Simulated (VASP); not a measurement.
# PtS2 (P3m1) in VASP: notebook

Runs on PtS2. Level: PBEsol. Tasks: single point.

Everything below comes from runs of VASP 6.6.1. Logs are shortened: lines on timing, memory, paths and dates and some standing lists are left out, and cuts for length are marked.

## 1. The cell of the first run

The structure is trigonal, space group P3m1 (No. 156). Conventional cell: a = 3.543 Å, b = 3.543 Å, c = 5.039 Å, α = 90.00°, β = 90.00°, γ = 120.00°. Within 3.1 Å of Pt (site symmetry 3m) lie 6 S at 2.33 to 2.40 Å. S (site symmetry 3m) has 3 Pt at 2.33 Å and 3 S at 3.13 Å within 3.2 Å. S (site symmetry 3m) has 3 Pt at 2.40 Å and 3 S at 3.13 Å within 3.2 Å.

## 2. Single point, PBEsol (atom 2 (S) moved by (+0.000, -0.150) A along [1 1 0] and z)

Contents of INCAR:

```
PREC     = Accurate       # precision mode
ENCUT    = 520            # plane-wave cutoff, eV
EDIFF    = 1E-6           # SCF threshold, eV
ISMEAR   = 0              # smearing method
SIGMA    = 0.05           # smearing width, eV
LREAL    = F              # projectors in reciprocal space
LASPH    = T              # aspherical terms in the spheres
NELM     = 60             # most SCF steps
ALGO     = Normal         # electronic algorithm
ISIF     = 2              # what is computed and relaxed
LWAVE    = F              # write WAVECAR
LCHARG   = F              # write CHGCAR
GGA      = PS             # functional
NBANDS   = 18             # bands
```

Contents of KPOINTS:

```
regular mesh
0
Gamma
  12 12 8
```

Contents of POSCAR:

```
PtS2
1.0
    3.5431994758      0.0000000000      0.0000000000
   -1.7715997379      3.0685007567      0.0000000000
    0.0000000000      0.0000000000      5.0388000000
Pt S
1 2
Direct
    0.0000000000      0.0000000000      0.0000000000
    0.3333333333      0.6666666667      0.2202310074
    0.6666666667      0.3333333333      0.7500000000
```

Potentials or basis: VASP PAW PBE potentials, release 64 (Pt, S).

Launch:

```
$ cat potpaw_PBE.64/Pt/POTCAR potpaw_PBE.64/S/POTCAR > POTCAR
$ mpirun -np 1 vasp_std > vasp.out
```

OUTCAR:

```text
PREC = Accurate
   ENCUT = 520
   EDIFF = 1E-6
   ISMEAR = 0
   LREAL = F
   LASPH = T
   NELM = 60
   ISIF = 2
   GGA = PS

 ion  position               nearest neighbor table
   1  0.000  0.000  0.000-   2 2.33   2 2.33   2 2.33   3 2.40   3 2.40   3 2.40
   2  0.333  0.667  0.220-   1 2.33   1 2.33   1 2.33
   3  0.667  0.333  0.750-   1 2.40   1 2.40   1 2.40

  LATTYP: Found a hexagonal cell.
 ALAT       =     3.5431994758
 C/A-ratio  =     1.4221045229

  Lattice vectors:

 A1 = (   3.5431994758,   0.0000000000,   0.0000000000)
 A2 = (  -1.7715997379,   3.0685007567,   0.0000000000)
 A3 = (   0.0000000000,   0.0000000000,   5.0388000000)

Analysis of symmetry for initial positions (statically):
=====================================================================
 Subroutine PRICEL returns:
 Original cell was already a primitive cell.

 Routine SETGRP: Setting up the symmetry group for a
 hexagonal supercell.

 Subroutine GETGRP returns: Found  6 space group operations
 (whereof  6 operations were pure point group operations)
 out of a pool of 24 trial point group operations.

The static configuration has the point symmetry C_3v.

Analysis of symmetry for dynamics (positions and initial velocities):
=====================================================================
 Subroutine PRICEL returns:
 Original cell was already a primitive cell.

 Routine SETGRP: Setting up the symmetry group for a
 hexagonal supercell.

 Subroutine GETGRP returns: Found  6 space group operations
 (whereof  6 operations were pure point group operations)
 out of a pool of 24 trial point group operations.

The dynamic configuration has the point symmetry C_3v.

 Subroutine INISYM returns: Found  6 space group operations
 (whereof  6 operations are pure point group operations),
 and found     1 'primitive' translations

----------------------------------------------------------------------------------------

                                     Primitive cell

  volume of cell :      54.7834

  direct lattice vectors                    reciprocal lattice vectors
     3.543199476  0.000000000  0.000000000     0.282230794  0.162946025  0.000000000
    -1.771599738  3.068500757  0.000000000     0.000000000  0.325892049  0.000000000
     0.000000000  0.000000000  5.038800000     0.000000000  0.000000000  0.198459951

  length of vectors
     3.543199476  3.543199476  5.038800000     0.325892049  0.325892049  0.198459951

[... 81 lines left out ...]
   NELM   =     60;   NELMIN=  2; NELMDL= -5     # of ELM steps
   EDIFF  = 0.1E-05   stopping-criterion for ELM
   LREAL  =      F    real-space projection
   EDIFFG = 0.1E-04   stopping-criterion for IOM
   NSW    =      0    number of steps for IOM
   IBRION =     -1    ionic relax: 0-MD 1-quasi-New 2-CG
   NFREE  =      0    steps in history (QN), initial steepest desc. (CG)
   ISIF   =      2    stress and relaxation
   ISYM   =      2    0-nonsym 1-usesym 2-fastsym
   POTIM  = 0.5000    time-step for ionic-motion
   TEBEG  =    0.0;   TEEND  =   0.0 temperature during run
   PSTRESS=    0.0 pullay stress
   NELECT =      22.0000    total number of electrons
   NUPDOWN=      -1.0000    fix difference up-down
   EMIN   =  10.00;   EMAX   =-10.00  energy-range for DOS
   EFERMI =   0.00;   METHOD = LEGACY
   ISMEAR =     0;   SIGMA  =   0.05  broadening in eV -4-tet -1-fermi 0-gaus
   EFERMI_NEDOS =   21; number of points for ismear=-14 and -15
   IALGO  =     38    algorithm
   IMIX   =      4    mixing-type and parameters
     AMIX     =   0.40;   BMIX     =  1.00
     AMIX_MAG =   1.60;   BMIX_MAG =  1.00
  volume/ion in A,a.u.               =      18.26       123.23
  Fermi-wavevector in a.u.,A,eV,Ry     =   1.207812  2.282434 19.848319  1.458810
  Thomas-Fermi vector in A             =   2.343439
   LORBIT       =      0    0 simple, 1 ext, 2 COOP (PROOUT), +10 PAW based schemes
   GGA     = PS    functional components
   LHFCALC =     F    Hartree Fock is set to
   AEXX    =    0.0000 exact exchange contribution
   IVDW    =     0    specifies the selected vdW correction
   LEPSILON=     F    determine dielectric tensor
   LRPA    =     F    only Hartree local field effects (RPA)
 non-spin polarized calculation
 Gauss-broadening in eV      SIGMA  =   0.05
  energy-cutoff  :      520.00
  volume of cell :       54.78
 maximum number of plane-waves:      1507
 NGX is ok and might be reduce to    28
   NGX = 13   NGY = 13   NGZ = 19

 number of electron      22.0000001 magnetization

 Free energy of the ion-electron system (eV)
  ---------------------------------------------------
  ext. energy  EPLUGINS =         0.00000000
  ---------------------------------------------------
  free energy    TOTEN  =       -16.92862779 eV

  energy without entropy =      -16.92862779  energy(sigma->0) =      -16.92862779

 E-fermi :   6.9853     XC(G=0): -10.8122

 val. band max:        6.7356501473   @ k =   0.0000   0.1667   0.1250
 cond. band min:       7.3690662264   @ k =   0.3333   0.3333   0.0000
 fundamental gap:      0.6334160791
 Fermi energy:         6.9853185700

 k-point     1 :       0.0000    0.0000    0.0000
  band No.  band energies     occupation
      1      -8.7738      2.00000
      2      -5.6456      2.00000
      3      -0.3235      2.00000
      4      -0.1990      2.00000
      5      -0.1990      2.00000
      6       2.7449      2.00000
[... 481 lines left out ...]
      5       0.4451      2.00000
      6       2.1325      2.00000
[... 10 lines left out ...]
     17      15.9013      0.00000
     18      16.1386      0.00000

 [... further k-points ...]

------------------------ aborting loop because EDIFF is reached ----------------------------------------

  FORCE on cell =-STRESS in cart. coord.  units (eV):
  Direction    XX          YY          ZZ          XY          YZ          ZX
  --------------------------------------------------------------------------------------
  -------------------------------------------------------------------------------------
  Total        1.0953165      1.0953165      0.6980423      0.0000000      0.0000000     -0.0000000
  in kB       32.0332694     32.0332694     20.4147177      0.0000000      0.0000000     -0.0000000
  external PRESSURE =      28.1604189 kB  Pullay stress =       0.0000000 kB

 VOLUME and BASIS-vectors are now :
 -----------------------------------------------------------------------------
  energy-cutoff  :      520.00
  volume of cell :       54.78
      direct lattice vectors                 reciprocal lattice vectors
     3.543199476  0.000000000  0.000000000     0.282230794  0.162946025  0.000000000
    -1.771599738  3.068500757  0.000000000     0.000000000  0.325892049  0.000000000
     0.000000000  0.000000000  5.038800000     0.000000000  0.000000000  0.198459951

 POSITION                                       TOTAL-FORCE (eV/Angst)
 -----------------------------------------------------------------------------------
      0.00000      0.00000      0.00000        -0.000000      0.000000     -1.469902
     -0.00000      2.04567      1.10970         0.000000     -0.000000      1.141170
      1.77160      1.02283      3.77910         0.000000     -0.000000      0.328732
 -----------------------------------------------------------------------------------
    total drift:                               -0.000000      0.000000     -0.000021

  FREE ENERGIE OF THE ION-ELECTRON SYSTEM (eV)
  ---------------------------------------------------
  free  energy   TOTEN  =       -16.9286277888 eV

  energy  without entropy=      -16.9286277888  energy(sigma->0) =      -16.92862779
```

stdout:

```text
POSCAR found type information on POSCAR PtS
 POSCAR found :  2 types and       3 ions
 scaLAPACK will be used
 -----------------------------------------------------------------------------
|                                                                             |
|                                                                             |
|     You enforced a specific xc type in the INCAR file but a different       |
|     I HOPE YOU KNOW WHAT YOU ARE DOING!                                     |
|                                                                             |
 -----------------------------------------------------------------------------

 LDA part: xc-table for (Slater+PW92), standard interpolation
 POSCAR, INCAR and KPOINTS ok, starting setup
 FFT: planning ... GRIDC
 FFT: planning ... GRID_SOFT
 FFT: planning ... GRID
 WAVECAR not read
 entering main loop
```

Wall time 45 s (1 thread of Intel Xeon 6975P-C (Granite Rapids), shared host); peak memory 0.26 GiB.

What came out:

| Item | Value |
| --- | --- |
| Free energy | -16.9286 eV |
| Pressure | 2.8 GPa |
| Largest force | 1.470 eV/Å |
| Band gap on the k mesh | 0.63 eV (least direct gap 0.80 eV) |

Forces in eV/Å, atoms in the order of the input:
```
Pt   0.000  0.000 -1.470
S    0.000  0.000  1.141
S    0.000  0.000  0.329
```

Caveat: the cell differs from its parent crystal (atom 2 (S) moved by (+0.000, -0.150) A along [1 1 0] and z); the PAW data sets were made with another functional, which shifts forces and pressure a little; spin-orbit coupling is left out, which moves the levels of the heavy elements. A k mesh can miss the band edges.

## 3. Single point, PBEsol (atom 2 (S) moved by (+0.000, +0.150) A along [1 1 0] and z)

Contents of INCAR:

```
  PREC = Accurate
  ENCUT = 520
  EDIFF = 1E-6
  ISMEAR = 0
  SIGMA = 0.05
  LREAL = F
  LASPH = T
  NELM = 100
  ALGO = Normal
  ISIF = 2
  LWAVE = F
  LCHARG = F
  GGA = PS
  NBANDS = 18
```

KPOINTS is that of step 2.

POSCAR: that of step 2 with these lines changed.

```diff
@@ -9,3 +9,3 @@
     0.0000000000      0.0000000000      0.0000000000
-    0.3333333333      0.6666666667      0.2202310074
+    0.3333333333      0.6666666667      0.2797689926
     0.6666666667      0.3333333333      0.7500000000
```

Potentials or basis: VASP PAW PBE potentials, release 64 (Pt, S).

Launch:

```
$ cat potpaw_PBE.64/Pt/POTCAR potpaw_PBE.64/S/POTCAR > POTCAR
$ mpirun -np 1 vasp_std > vasp.out
```

Wall time 43 s (1 thread of Intel Xeon 6975P-C (Granite Rapids), shared host); peak memory 0.26 GiB.

Results (log left out):

* Free energy: -16.7731 eV
* Pressure: -7.7 GPa
* Largest force: 1.885 eV/Å
* Band gap on the k mesh: 0.05 eV (least direct gap 0.64 eV)

Forces on the atoms (eV/Å):
```
Pt   0.000  0.000  1.071
S    0.000  0.000 -1.885
S    0.000  0.000  0.814
```

Stress tensor (GPa, compression positive):
```
 -6.05   0.00   0.00
  0.00  -6.05   0.00
  0.00   0.00 -10.95
```

Levels at points of the mesh, in eV from the valence-band top:
```
           k point  band 9  band 10  band 11  band 12  band 13  band 14
(0.00, 0.00, 0.00)   -1.13    -1.13     0.00     1.24     1.24     4.13
(0.50, 0.00, 0.00)   -3.12    -3.01    -2.56     0.78     2.08     5.16
(0.00, 0.00, 0.50)   -1.58    -1.58    -1.56     2.08     2.08     5.33
(0.50, 0.00, 0.50)   -2.69    -2.48    -1.58     0.81     1.73     4.49
```

Caveat: the cell differs from its parent crystal (atom 2 (S) moved by (+0.000, +0.150) A along [1 1 0] and z); the cell stands under tension; the PAW data sets were made with another functional, which shifts forces and pressure a little; spin-orbit coupling is left out, which moves the levels of the heavy elements. A k mesh can miss the band edges.
